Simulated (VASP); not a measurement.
HfB2, 3 atoms in the cell. The structure is hexagonal, space group P6/mmm (No. 191). The conventional cell has a = 3.137 Å, b = 3.137 Å, c = 3.480 Å, α = 90.00°, β = 90.00°, γ = 120.00°. Within 3.3 Å of Hf (site symmetry 6/mmm) lie 12 B at 2.51 Å and 6 Hf at 3.14 Å. B (site symmetry -6m2) has 3 B at 1.81 Å within 2.4 Å. 

```yaml
Program: VASP 6.6.1
Task: single point
Functional: r2SCAN
Potentials_or_basis: VASP PAW PBE potentials, release 64 (Hf_pv, B)
Cutoff: 520 eV
k_mesh: 15 × 15 × 12
Occupations: fermi-dirac, width 0.15 eV
Spin: no spin polarisation
Dipole_correction: no
Further_INCAR_settings: ALGO = Normal; EDIFF = 1e-07; NBANDS = 15
```

Potentials or basis: VASP PAW PBE potentials, release 64 (Hf_pv, B).

Launch:

```sh
$ cat potpaw_PBE.64/Hf_pv/POTCAR potpaw_PBE.64/B/POTCAR > POTCAR
$ cp INCAR.step1 INCAR
$ mpirun -np 1 vasp_std > vasp.out
$ cp INCAR.step2 INCAR
$ mpirun -np 1 vasp_std > vasp.out
```

Hardware: 1 thread of Intel(R) Xeon(R) Platinum 8559C (Emerald Rapids), with other jobs on the host.

How long does it take, and how much memory?

Run time: 110 s on 1 thread of Intel(R) Xeon(R) Platinum 8559C (Emerald Rapids) (shared host), peak memory 0.21 GiB. Counts: k points 189.
